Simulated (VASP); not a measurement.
Input of a VASP 6.6.1 run:

The input INCAR:

```
PREC     = Accurate       # precision mode
ENCUT    = 500            # plane-wave cutoff, eV
EDIFF    = 1E-6           # SCF threshold, eV
ISMEAR   = -1             # smearing method
SIGMA    = 0.01           # smearing width, eV
LREAL    = False          # projectors in reciprocal space
LASPH    = True           # aspherical terms in the spheres
NELM     = 120            # most SCF steps
ALGO     = Normal         # electronic algorithm
ISIF     = 2              # what is computed and relaxed
LWAVE    = False          # write WAVECAR
LCHARG   = False          # write CHGCAR
GGA      = CA             # functional
NBANDS   = 15             # bands
GGA_COMPAT= False
```

KPOINTS

```
Automatic mesh
0
Gamma
  7 7 7
```

Contents of POSCAR:

```
CsI
1.0
    4.6267950494      0.0000000000      0.0000000000
    0.0000000000      4.6267950494      0.0000000000
    0.0000000000      0.0000000000      4.6267950494
Cs I
1 1
Direct
    0.0000000000      0.0000000000      0.0000000000
    0.5000000000      0.5000000000      0.5000000000
```

Potentials or basis: VASP PAW LDA potentials, release 64 (Cs_sv, I).

The run is started by

```bash
$ cat potpaw_LDA.64/Cs_sv/POTCAR potpaw_LDA.64/I/POTCAR > POTCAR
$ mpirun -np 1 vasp_std > vasp.out
```

Q: Predict the band gap on the k mesh.

A: 3.44 eV, indirect (least direct gap 3.51 eV).

Q: What does it give for the pressure?

A: -1.7 GPa.

Caveat: spin-orbit coupling is left out, which moves the levels of the heavy elements. A k mesh can miss the band edges.
